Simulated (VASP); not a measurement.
## Na2I: relaxation of cell and atoms with PBE

Crystal: Na2I.

```
CELL_PARAMETERS angstrom
5.64722 0.00000 0.00000
-2.82361 4.89063 0.00000
0.00000 0.00000 3.99088
ATOMIC_POSITIONS crystal
Na 0.33333 0.66667 0.00000
Na 0.66667 0.33333 0.00000
I 0.00000 0.00000 0.50000
```

- Program: VASP 6.6.1
- Task: relaxation of cell and atoms
- Functional: PBE
- Potentials or basis: VASP PAW PBE potentials, release 64 (Na_pv, I)
- Cutoff: 600 eV
- k mesh: 12 × 12 × 12
- Occupations: gaussian, width 0.1 eV
- Spin: no spin polarisation
- Dipole correction: no
- Further INCAR settings: ALGO = Normal; EDIFF = 1e-06; IBRION = 2; EDIFFG = -0.01; NSW = 100; ISIF = 3

The relaxed volume is 36.37 Å³/atom. The relaxed cell is a = 5.652 Å, b = 5.652 Å, c = 3.945 Å, α = 90.00°, β = 90.00°, γ = 120.00° and the space group after relaxing (to 0.05 Å) is P6/mmm (No. 191). The energy gained by relaxing is 0.4 meV/atom. The ionic steps are 3 and the pressure after relaxing is 0.0 GPa.

The path:
| step | energy change (eV) | largest force (eV/Å) | pressure (GPa) | volume (Å³) |
| --- | --- | --- | --- | --- |
| 1 | 0.0000 | 0.0000 | -0.08 | 110.22 |
| 2 | -0.0005 | 0.0000 | -0.06 | 109.95 |
| 3 | -0.0012 | 0.0000 | 0.01 | 109.12 |

Final structure:
```
Na I
1.0
     5.65160    0.00000    0.00000
    -2.82580    4.89443    0.00000
     0.00000    0.00000    3.94473
Na I
2 1
Direct
  0.33333 0.66667 0.00000
  0.66667 0.33333 0.00000
  0.00000 0.00000 0.50000
```

Levels at points of the mesh, in eV from the Fermi level:
| k point | band 8 | band 9 | band 10 | band 11 | band 12 | band 13 |
| --- | --- | --- | --- | --- | --- | --- |
| (0.00, 0.00, 0.00) | -4.04 | -4.04 | -2.41 | -2.14 | 1.61 | 1.61 |
| (0.50, 0.00, 0.00) | -4.96 | -4.21 | -2.36 | -0.65 | 0.98 | 3.12 |
| (0.00, 0.00, 0.50) | -5.12 | -3.52 | -3.52 | 0.28 | 1.08 | 3.18 |
| (0.50, 0.00, 0.50) | -4.89 | -4.09 | -3.65 | -0.09 | 1.50 | 2.16 |

Wall time 14 min on 1 thread of Oxide Virtual Turin-like Processor, on a shared host, peak memory 0.41 GiB.

Caveat: spin-orbit coupling is left out, which moves the levels of the heavy elements; an odd number of electrons without spin polarisation forces a metal; a magnetic or distorted state may lie lower.
